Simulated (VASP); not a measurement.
# Cu (I4/mmm) in VASP: further runs

The runs below take Cu through single point, with PBEsol.

Program: VASP 6.6.1. These are calculated values, not measurements. Logs are shortened: lines on timing, memory, paths and dates and some standing lists are left out, and cuts for length are marked.

## 1. The cell of the first run

The structure is tetragonal, space group I4/mmm (No. 139). Conventional cell: a = 2.886 Å, b = 2.886 Å, c = 2.752 Å, α = 90.00°, β = 90.00°, γ = 90.00°. Cu (site symmetry 4/mmm) has 14 Cu at 2.46 to 2.89 Å within 3.2 Å.

## 2. Single point, PBEsol

Input file INCAR:

```
  PREC = Accurate
  ENCUT = 520
  EDIFF = 1E-7
  ISMEAR = 1
  SIGMA = 0.1
  LREAL = False
  LASPH = True
  NELM = 60
  ALGO = Normal
  ISIF = 2
  LWAVE = False
  LCHARG = False
  GGA = PS
  NBANDS = 12
```

Input file KPOINTS:

```
Automatic mesh
0
Gamma
  4 4 4
```

Input file POSCAR:

```
Cu
1.0
   -1.4427930000      1.4427930000      1.3760810000
    1.4427930000     -1.4427930000      1.3760810000
    1.4427930000      1.4427930000     -1.3760810000
Cu
1
Direct
    0.0000000000      0.0000000000      0.0000000000
```

Potentials or basis: VASP PAW PBE potentials, release 64 (Cu).

On the command line:

```sh
$ cat potpaw_PBE.64/Cu/POTCAR > POTCAR
$ mpirun -np 1 vasp_std > vasp.out
```

OUTCAR:

```text
PREC = Accurate
   ENCUT = 520
   EDIFF = 1E-7
   ISMEAR = 1
   LREAL = False
   LASPH = True
   NELM = 60
   ISIF = 2
   GGA = PS

 ion  position               nearest neighbor table
   1  0.000  0.000  0.000-

  LATTYP: Found a body centered tetragonal cell.
 ALAT       =     2.8855860000
 C/A-ratio  =     0.9537619049

  Lattice vectors:

 A1 = (  -1.4427930000,   1.4427930000,   1.3760810000)
 A2 = (   1.4427930000,  -1.4427930000,   1.3760810000)
 A3 = (   1.4427930000,   1.4427930000,  -1.3760810000)

Analysis of symmetry for initial positions (statically):
=====================================================================
 Subroutine PRICEL returns:
 Original cell was already a primitive cell.

 Routine SETGRP: Setting up the symmetry group for a
 body centered tetragonal supercell.

 Subroutine GETGRP returns: Found 16 space group operations
 (whereof 16 operations were pure point group operations)
 out of a pool of 16 trial point group operations.

The static configuration has the point symmetry D_4h.

Analysis of symmetry for dynamics (positions and initial velocities):
=====================================================================
 Subroutine PRICEL returns:
 Original cell was already a primitive cell.

 Routine SETGRP: Setting up the symmetry group for a
 body centered tetragonal supercell.

 Subroutine GETGRP returns: Found 16 space group operations
 (whereof 16 operations were pure point group operations)
 out of a pool of 16 trial point group operations.

The dynamic configuration has the point symmetry D_4h.

 Subroutine INISYM returns: Found 16 space group operations
 (whereof 16 operations are pure point group operations),
 and found     1 'primitive' translations

----------------------------------------------------------------------------------------

                                     Primitive cell

  volume of cell :      11.4581

  direct lattice vectors                    reciprocal lattice vectors
    -1.442793000  1.442793000  1.376081000     0.000000000  0.346550060  0.363350704
     1.442793000 -1.442793000  1.376081000     0.346550060  0.000000000  0.363350704
     1.442793000  1.442793000 -1.376081000     0.346550060  0.346550060  0.000000000

  length of vectors
     2.461077447  2.461077447  2.461077447     0.502116199  0.502116199  0.490095794

  position of ions in fractional coordinates (direct lattice)
     0.000000000  0.000000000  0.000000000

  ion indices of the primitive-cell ions
   primitive index   ion index
                 1           1

----------------------------------------------------------------------------------------

 KPOINTS: Automatic mesh

Automatic generation of k-mesh.
 Grid dimensions read from file:
 generate k-points for:    4    4    4

 Generating k-lattice:

  Cartesian coordinates                     Fractional coordinates (reciprocal lattice)
     0.000000000  0.086637515  0.090837676     0.250000000  0.000000000  0.000000000
     0.086637515  0.000000000  0.090837676     0.000000000  0.250000000  0.000000000
     0.086637515  0.086637515  0.000000000     0.000000000  0.000000000  0.250000000

  Length of vectors
     0.125529050  0.125529050  0.122523949

  Shift w.r.t. Gamma in fractional coordinates (k-lattice)
     0.000000000  0.000000000  0.000000000

 Subroutine IBZKPT returns following result:
 ===========================================

 Found     13 irreducible k-points:

 Following reciprocal coordinates:
            Coordinates               Weight
  0.000000  0.000000  0.000000      1.000000
  0.250000  0.000000  0.000000      8.000000
  0.500000  0.000000  0.000000      4.000000
  0.250000  0.250000  0.000000      8.000000
  0.500000  0.250000  0.000000     16.000000
 -0.250000  0.250000  0.000000      4.000000
  0.500000  0.500000  0.000000      2.000000
  0.250000  0.250000  0.250000      2.000000
 -0.250000  0.250000  0.250000      4.000000
  0.500000  0.500000  0.250000      4.000000
 -0.250000  0.500000  0.250000      8.000000
 -0.250000 -0.250000  0.250000      2.000000
  0.500000  0.500000  0.500000      1.000000
   k-points           NKPTS =     13   k-points in BZ     NKDIM =     13   number of bands    NBANDS=     12
   number of dos      NEDOS =    301   number of ions     NIONS =      1
   total plane-waves  NPLWV =   5832
   dimension x,y,z NGX =    18 NGY =   18 NGZ =   18
   dimension x,y,z NGXF=    36 NGYF=   36 NGZF=   36
   ions per type =               1
   NGX,Y,Z   is equivalent  to a cutoff of  12.16, 12.16, 12.16 a.u.
   NGXF,Y,Z  is equivalent  to a cutoff of  24.32, 24.32, 24.32 a.u.
 SYSTEM =  unknown system
   PREC   = accura    normal or accurate (medium, high low for compatibility)
   ISTART =      0    job   : 0-new  1-cont  2-samecut
   ICHARG =      2    charge: 1-file 2-atom 10-const
   ISPIN  =      1    spin polarized calculation?
   LNONCOLLINEAR =      F non collinear calculations
   LSORBIT =      F    spin-orbit coupling
   LASPH  =      T    aspherical Exc in radial PAW
   ENCUT  =  520.0 eV  38.22 Ry    6.18 a.u.   4.58  4.58  4.58*2*pi/ulx,y,z
   NELM   =     60;   NELMIN=  2; NELMDL= -5     # of ELM steps
   EDIFF  = 0.1E-06   stopping-criterion for ELM
   LREAL  =      F    real-space projection
   EDIFFG = 0.1E-05   stopping-criterion for IOM
   NSW    =      0    number of steps for IOM
   IBRION =     -1    ionic relax: 0-MD 1-quasi-New 2-CG
   NFREE  =      0    steps in history (QN), initial steepest desc. (CG)
   ISIF   =      2    stress and relaxation
   ISYM   =      2    0-nonsym 1-usesym 2-fastsym
   POTIM  = 0.5000    time-step for ionic-motion
   TEBEG  =    0.0;   TEEND  =   0.0 temperature during run
   PSTRESS=    0.0 pullay stress
   NELECT =      11.0000    total number of electrons
   NUPDOWN=      -1.0000    fix difference up-down
   EMIN   =  10.00;   EMAX   =-10.00  energy-range for DOS
   EFERMI =   0.00;   METHOD = LEGACY
   ISMEAR =     1;   SIGMA  =   0.10  broadening in eV -4-tet -1-fermi 0-gaus
   EFERMI_NEDOS =   21; number of points for ismear=-14 and -15
   IALGO  =     38    algorithm
   IMIX   =      4    mixing-type and parameters
     AMIX     =   0.40;   BMIX     =  1.00
     AMIX_MAG =   1.60;   BMIX_MAG =  1.00
  volume/ion in A,a.u.               =      11.46        77.32
  Fermi-wavevector in a.u.,A,eV,Ry     =   1.614985  3.051878 35.486378  2.608175
  Thomas-Fermi vector in A             =   2.709805
   LORBIT       =      0    0 simple, 1 ext, 2 COOP (PROOUT), +10 PAW based schemes
   GGA     = PS    functional components
   LHFCALC =     F    Hartree Fock is set to
   AEXX    =    0.0000 exact exchange contribution
   IVDW    =     0    specifies the selected vdW correction
   LEPSILON=     F    determine dielectric tensor
   LRPA    =     F    only Hartree local field effects (RPA)
 non-spin polarized calculation
 Methfessel and Paxton  Order N= 1 SIGMA  =   0.10
  energy-cutoff  :      520.00
  volume of cell :       11.46
 maximum number of plane-waves:       321
   NGX =  9   NGY =  9   NGZ =  9

 number of electron      10.9999998 magnetization

 Free energy of the ion-electron system (eV)
  ---------------------------------------------------
  ext. energy  EPLUGINS =         0.00000000
  ---------------------------------------------------
  free energy    TOTEN  =        -4.06916138 eV

  energy without entropy =       -4.06297328  energy(sigma->0) =       -4.06709868

 E-fermi :   7.9193     XC(G=0): -13.1065

 val. band max:        7.2021607239   @ k =   0.5000   0.0000   0.0000
 cond. band min:       7.9258311447   @ k =   0.5000   0.2500   0.0000
 fundamental gap:      0.7236704208
 Fermi energy:         7.9193065148

 k-point     1 :       0.0000    0.0000    0.0000
  band No.  band energies     occupation
      1      -1.8437      2.00000
      2       4.2834      2.00000
      3       4.4743      2.00000
      4       4.4743      2.00000
      5       5.3503      2.00000
      6       5.5665      2.00000
      7      32.6389      0.00000
      8      32.6389      0.00000
      9      33.8957      0.00000
     10      36.6316      0.00000
     11      36.6316      0.00000
     12      36.6878      0.00000

 k-point     2 :       0.2500    0.0000    0.0000
  band No.  band energies     occupation
      1       0.4714      2.00000
      2       3.9776      2.00000
      3       4.3844      2.00000
      4       5.2265      2.00000
      5       5.3631      2.00000
      6       5.4936      2.00000
      7      21.8737      0.00000
      8      27.9523      0.00000
      9      28.6346      0.00000
     10      30.3110      0.00000
     11      32.8177      0.00000
     12      37.9446      0.00000

 k-point     3 :       0.5000    0.0000    0.0000
  band No.  band energies     occupation
      1       2.4653      2.00000
      2       3.5959      2.00000
      3       5.4427      2.00000
      4       5.6550      2.00000
      5       6.2170      2.00000
      6       7.2022      2.00000
      7      12.3709      0.00000
      8      25.1028      0.00000
      9      25.1823      0.00000
     10      29.0603      0.00000
     11      32.1596      0.00000
     12      42.0343      0.00000
[... 121 lines left out ...]
 k-point    12 :      -0.2500   -0.2500    0.2500
  band No.  band energies     occupation
      1       2.3887      2.00000
      2       4.2661      2.00000
      3       4.6455      2.00000
      4       4.6455      2.00000
      5       5.1829      2.00000
      6       6.5650      2.00000
      7      22.3661      0.00000
      8      22.3661      0.00000
      9      23.8766      0.00000
     10      25.1450      0.00000
     11      39.6357      0.00000
     12      39.6357      0.00000

 k-point    13 :       0.5000    0.5000    0.5000
  band No.  band energies     occupation
      1       2.8269      2.00000
      2       2.8607      2.00000
      3       6.0198      2.00000
      4       6.0198      2.00000
      5       6.0727      2.00000
      6      15.4554      0.00000
      7      15.4554      0.00000
      8      17.2974      0.00000
      9      21.0717      0.00000
     10      21.6935      0.00000
     11      24.5048      0.00000
     12      47.1759      0.00000

------------------------ aborting loop because EDIFF is reached ----------------------------------------

  FORCE on cell =-STRESS in cart. coord.  units (eV):
  Direction    XX          YY          ZZ          XY          YZ          ZX
  --------------------------------------------------------------------------------------
  -------------------------------------------------------------------------------------
  Total       -0.0367023     -0.0367023     -0.1979789      0.0000000      0.0000000      0.0000000
  in kB       -5.1320618     -5.1320618    -27.6832722      0.0000000      0.0000000      0.0000000
  external PRESSURE =     -12.6491320 kB  Pullay stress =       0.0000000 kB

 VOLUME and BASIS-vectors are now :
 -----------------------------------------------------------------------------
  energy-cutoff  :      520.00
  volume of cell :       11.46
      direct lattice vectors                 reciprocal lattice vectors
    -1.442793000  1.442793000  1.376081000     0.000000000  0.346550060  0.363350704
     1.442793000 -1.442793000  1.376081000     0.346550060  0.000000000  0.363350704
     1.442793000  1.442793000 -1.376081000     0.346550060  0.346550060  0.000000000

 POSITION                                       TOTAL-FORCE (eV/Angst)
 -----------------------------------------------------------------------------------
      0.00000      0.00000      0.00000         0.000000      0.000000      0.000000
 -----------------------------------------------------------------------------------
    total drift:                                0.000000      0.000000      0.000000

  FREE ENERGIE OF THE ION-ELECTRON SYSTEM (eV)
  ---------------------------------------------------
  free  energy   TOTEN  =        -4.0691613803 eV

  energy  without entropy=       -4.0629732821  energy(sigma->0) =       -4.06709868
```

It took 2.1 s on 1 thread of Intel Xeon Platinum 8488C (Sapphire Rapids), shared host; peak memory 0.11 GiB.

What came out:

| Quantity | Value |
| --- | --- |
| Free energy | -4.0692 eV |
| Pressure | -1.3 GPa |

Caveat: the k points lie up to 0.79 Å⁻¹ apart; the PAW data sets were made with another functional, which shifts forces and pressure a little.

## 3. Single point, PBEsol

Input file INCAR:

```
SYSTEM = Cu
PREC     = Accurate       ! precision mode
ENCUT    = 520            ! plane-wave cutoff, eV
EDIFF    = 1E-6           ! SCF threshold, eV
ISMEAR   = 1              ! smearing method
SIGMA    = 0.1            ! smearing width, eV
LREAL    = .False.        ! projectors in reciprocal space
LASPH    = .True.         ! aspherical terms in the spheres
NELM     = 80             ! most SCF steps
ALGO     = Normal         ! electronic algorithm
ISIF     = 2              ! what is computed and relaxed
LWAVE    = .False.        ! write WAVECAR
LCHARG   = .False.        ! write CHGCAR
GGA      = PS             ! functional
NBANDS   = 12             ! bands
```

Input file KPOINTS:

```
regular mesh
0
Gamma
  6 6 6
  0 0 0
```

POSCAR is that of step 2.

Potentials or basis: VASP PAW PBE potentials, release 64 (Cu).

On the command line:

```sh
$ cat potpaw_PBE.64/Cu/POTCAR > POTCAR
$ mpirun -np 1 vasp_std > vasp.out
```

Run time: 2.7 s. Hardware: 1 thread of Intel Xeon Platinum 8488C (Sapphire Rapids), shared host; peak memory 0.11 GiB.

The run converged. Its results:

```yaml
Free_energy: -4.1986 eV
Pressure: -0.2 GPa
```

Stress tensor (GPa, compression positive):
```
 0.42  0.00  0.00
 0.00  0.42  0.00
 0.00  0.00 -1.39
```

Levels at points of the mesh, in eV from the Fermi level:
| k point | band 2 | band 3 | band 4 | band 5 | band 6 | band 7 | band 8 | band 9 | band 10 | band 11 |
| --- | --- | --- | --- | --- | --- | --- | --- | --- | --- | --- |
| (0.00, 0.00, 0.00) | -3.49 | -3.29 | -3.29 | -2.41 | -2.20 | 24.72 | 24.72 | 25.97 | 28.74 | 28.74 |
| (0.50, 0.00, 0.00) | -4.18 | -2.32 | -2.10 | -1.53 | -0.71 | 4.53 | 17.19 | 17.29 | 21.19 | 24.27 |
| (0.50, 0.50, 0.00) | -3.94 | -2.48 | -2.23 | -1.55 | -1.07 | 4.01 | 18.44 | 18.71 | 22.36 | 25.37 |
| (0.50, 0.50, 0.50) | -4.94 | -1.73 | -1.73 | -1.68 | 7.55 | 7.55 | 9.40 | 13.20 | 13.83 | 16.62 |

Caveat: the k points lie up to 0.53 Å⁻¹ apart; the PAW data sets were made with another functional, which shifts forces and pressure a little.

## 4. Single point, PBEsol

Input file INCAR:

```
SYSTEM = Cu
ALGO     = Normal         ! electronic algorithm
EDIFF    = 1E-7           ! SCF threshold, eV
ENCUT    = 520            ! plane-wave cutoff, eV
GGA      = PS             ! functional
ISIF     = 2              ! what is computed and relaxed
ISMEAR   = 1              ! smearing method
LASPH    = .TRUE.         ! aspherical terms in the spheres
LCHARG   = .FALSE.        ! write CHGCAR
LREAL    = .FALSE.        ! projectors in reciprocal space
LWAVE    = .FALSE.        ! write WAVECAR
NBANDS   = 12             ! bands
NELM     = 80             ! most SCF steps
PREC     = Accurate       ! precision mode
SIGMA    = 0.1            ! smearing width, eV
```

Input file KPOINTS:

```
k-points
0
G
  7 7 7
  0 0 0
```

POSCAR is that of step 3.

On the command line:

```sh
$ cat potpaw_PBE.64/Cu/POTCAR > POTCAR
$ mpirun -np 1 vasp_std > vasp.out
```

Run time: 3.6 s. Hardware: 1 thread of Intel Xeon Platinum 8488C (Sapphire Rapids), shared host; peak memory 0.11 GiB.

It converged, with:

| Quantity | Value |
| --- | --- |
| Free energy | -4.2812 eV |
| Pressure | -0.3 GPa |

Stress tensor (GPa, compression positive):
```
 1.40  0.00  0.00
 0.00  1.40  0.00
 0.00  0.00 -3.72
```

Levels at points of the mesh, in eV from the Fermi level:
```tsv
k point	band 3	band 4	band 5	band 6	band 7	band 8	band 9	band 10
(0.00, 0.00, 0.00)	-3.04	-3.04	-2.17	-1.93	24.92	24.92	26.17	28.96
```

Caveat: the k points lie up to 0.45 Å⁻¹ apart; the PAW data sets were made with another functional, which shifts forces and pressure a little.

## 5. Single point, PBEsol

Input file INCAR:

```
PREC = Accurate ; ENCUT = 520
EDIFF = 1E-6 ; ISMEAR = 1
SIGMA = 0.1 ; LREAL = F
LASPH = T ; NELM = 80
ALGO = Normal ; ISIF = 2
LWAVE = F ; LCHARG = F
GGA = PS ; NBANDS = 12
```

Input file KPOINTS:

```
Automatic mesh
0
Gamma
  10 10 10
```

POSCAR is that of step 4.

Potentials or basis: VASP PAW PBE potentials, release 64 (Cu).

On the command line:

```sh
$ cat potpaw_PBE.64/Cu/POTCAR > POTCAR
$ mpirun -np 1 vasp_std > vasp.out
```

OUTCAR:

```text
PREC = Accurate
   ENCUT = 520
   EDIFF = 1E-6
   ISMEAR = 1
   LREAL = F
   LASPH = T
   NELM = 80
   ISIF = 2
   GGA = PS

 ion  position               nearest neighbor table
   1  0.000  0.000  0.000-

  LATTYP: Found a body centered tetragonal cell.
 ALAT       =     2.8855860000
 C/A-ratio  =     0.9537619049

  Lattice vectors:

 A1 = (  -1.4427930000,   1.4427930000,   1.3760810000)
 A2 = (   1.4427930000,  -1.4427930000,   1.3760810000)
[... 539 lines left out ...]
     12      41.1902      0.00000

 [... further k-points ...]

------------------------ aborting loop because EDIFF is reached ----------------------------------------

  FORCE on cell =-STRESS in cart. coord.  units (eV):
  Direction    XX          YY          ZZ          XY          YZ          ZX
  --------------------------------------------------------------------------------------
  -------------------------------------------------------------------------------------
  Total       -0.0147656     -0.0147656     -0.1121869      0.0000000     -0.0000000      0.0000000
  in kB       -2.0646637     -2.0646637    -15.6870335      0.0000000     -0.0000000      0.0000000
  external PRESSURE =      -6.6054537 kB  Pullay stress =       0.0000000 kB

 VOLUME and BASIS-vectors are now :
 -----------------------------------------------------------------------------
  energy-cutoff  :      520.00
  volume of cell :       11.46
      direct lattice vectors                 reciprocal lattice vectors
    -1.442793000  1.442793000  1.376081000     0.000000000  0.346550060  0.363350704
     1.442793000 -1.442793000  1.376081000     0.346550060  0.000000000  0.363350704
     1.442793000  1.442793000 -1.376081000     0.346550060  0.346550060  0.000000000

 POSITION                                       TOTAL-FORCE (eV/Angst)
 -----------------------------------------------------------------------------------
      0.00000      0.00000      0.00000        -0.000000     -0.000000      0.000000
 -----------------------------------------------------------------------------------
    total drift:                                0.000000      0.000000      0.000000

  FREE ENERGIE OF THE ION-ELECTRON SYSTEM (eV)
  ---------------------------------------------------
  free  energy   TOTEN  =        -4.2485132123 eV

  energy  without entropy=       -4.2474944247  energy(sigma->0) =       -4.24817362
```

OSZICAR:

```text
N       E                     dE             d eps       ncg     rms          rms(c)
DAV:   1     0.422437829010E+02    0.42244E+02   -0.53686E+03  2744   0.155E+03
DAV:   2    -0.402023577424E+01   -0.46264E+02   -0.42749E+02  2524   0.204E+02
DAV:   3    -0.534686005564E+01   -0.13266E+01   -0.13181E+01  2820   0.403E+01
DAV:   4    -0.535516834809E+01   -0.83083E-02   -0.83073E-02  2796   0.277E+00
DAV:   5    -0.535524500481E+01   -0.76657E-04   -0.76657E-04  2872   0.270E-01    0.836E+00
DAV:   6    -0.468127688303E+01    0.67397E+00   -0.16352E+01  2824   0.782E+01    0.420E+00
DAV:   7    -0.426474141691E+01    0.41654E+00   -0.25782E+00  2884   0.306E+01    0.678E-01
DAV:   8    -0.424940757889E+01    0.15334E-01   -0.80474E-03  3244   0.872E-01    0.214E-01
DAV:   9    -0.424850515479E+01    0.90242E-03   -0.41164E-03  3152   0.106E+00    0.249E-02
DAV:  10    -0.424851254515E+01   -0.73904E-05   -0.45661E-05  3592   0.114E-01    0.426E-03
DAV:  11    -0.424851321234E+01   -0.66719E-06   -0.48520E-07  1824   0.736E-03
   1 F= -.42485132E+01 E0= -.42481736E+01  d E =-.101879E-02
```

Wall time 6.6 s (1 thread of Intel Xeon Platinum 8488C (Sapphire Rapids), shared host); peak memory 0.12 GiB.

What came out:

- Free energy: -4.2485 eV
- Pressure: -0.7 GPa

Caveat: the PAW data sets were made with another functional, which shifts forces and pressure a little.

## 6. Overview

```csv
k mesh,gap on the mesh (eV),pressure (GPa)
4 × 4 × 4,none,-1.3
6 × 6 × 6,none,-0.2
7 × 7 × 7,none,-0.3
10 × 10 × 10,none,-0.7
```

Alike in all rows: task single point; level PBEsol; potentials or basis VASP PAW PBE potentials, release 64 (Cu); no spin polarisation; cell as given; cutoff (eV) 520; smearing methfessel-paxton 0.1 eV.

Caveats: some runs use coarse meshes; the PAW data sets were made with another functional, which shifts forces and pressure a little.

Absolute energies hang on the potentials; compare differences alone.
